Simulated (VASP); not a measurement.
BiTe5:

```
CELL_PARAMETERS angstrom
3.71014 0.00000 0.00000
0.00000 3.71014 0.00000
0.00000 0.00000 15.71604
ATOMIC_POSITIONS crystal
Bi 0.50000 0.50000 0.00000
Te 0.50000 0.50000 0.33448
Te 0.50000 0.50000 0.66552
Te 0.00000 0.00000 0.17599
Te 0.00000 0.00000 0.82401
Te 0.00000 0.00000 0.50000
```

The cell was built from a structure type or drawn by symmetry, and may not be a known phase.

* Program: VASP 6.6.1
* Task: relaxation of cell and atoms
* Functional: PBE
* Potentials or basis: VASP PAW PBE potentials, release 64 (Bi_d, Te)
* Cutoff: 600 eV
* k mesh: 6 × 6 × 1
* Occupations: gaussian, width 0.1 eV
* Spin: no spin polarisation

At the start: pressure -6.5 GPa; volume 36.06 Å³/atom.

**Question.** How do energy, volume and symmetry change on relaxing?

**Answer.** Over 19 steps the energy falls by 342.5 meV/atom and the volume is 29.41 Å³/atom (-18.4 %); space group P4/mmm (No. 123, to 0.1 Å) before and after.

The path:
```
step  energy change (eV)  largest force (eV/Å)  pressure (GPa)  volume (Å³)
   1              0.0000                0.0607           -6.54       216.33
   2             -1.0872                0.2338            0.73       173.41
   3             -1.0885                0.2255            0.36       174.59
   4             -1.2779                0.3153            0.41       173.15
   5             -1.8636                0.3104            2.14       167.58
   6             -1.8815                0.3182            3.68       164.15
   7             -1.9529                0.3057            2.14       168.05
   8             -1.9612                0.2889            1.47       170.16
   9             -1.9901                0.2948            0.91       171.81
  10             -2.0149                0.2865           -0.41       175.73
  11             -2.0154                0.2887           -0.26       175.26
  12             -2.0216                0.2640           -0.17       174.99
  13             -2.0344                0.1791            0.17       174.18
  14             -2.0271                0.0298            0.98       172.56
  15             -2.0372                0.1136            0.42       173.65
  16             -2.0441                0.0805            0.22       174.54
  17             -2.0518                0.0321           -0.14       176.55
  18             -2.0525                0.0182           -0.27       177.30
  19             -2.0553                0.0250            0.05       176.48
```

Final structure:
```yaml
crystal:
  lattice:
    - [3.80682, 0.00000, 0.00000]
    - [0.00000, 3.80682, 0.00000]
    - [0.00000, 0.00000, 12.17771]
  atoms:
    - { symbol: Bi, position: [0.50000, 0.50000, 0.00000] }
    - { symbol: Te, position: [0.50000, 0.50000, 0.34544] }
    - { symbol: Te, position: [0.50000, 0.50000, 0.65456] }
    - { symbol: Te, position: [0.00000, 0.00000, 0.16157] }
    - { symbol: Te, position: [0.00000, 0.00000, 0.83843] }
    - { symbol: Te, position: [0.00000, 0.00000, 0.50000] }
```

Caveat: the k points lie up to 0.52 Å⁻¹ apart in the final cell, too coarse for converged energies and pressures of a metal; the volume moved by over 15 % at a fixed basis, so the end points are rough.
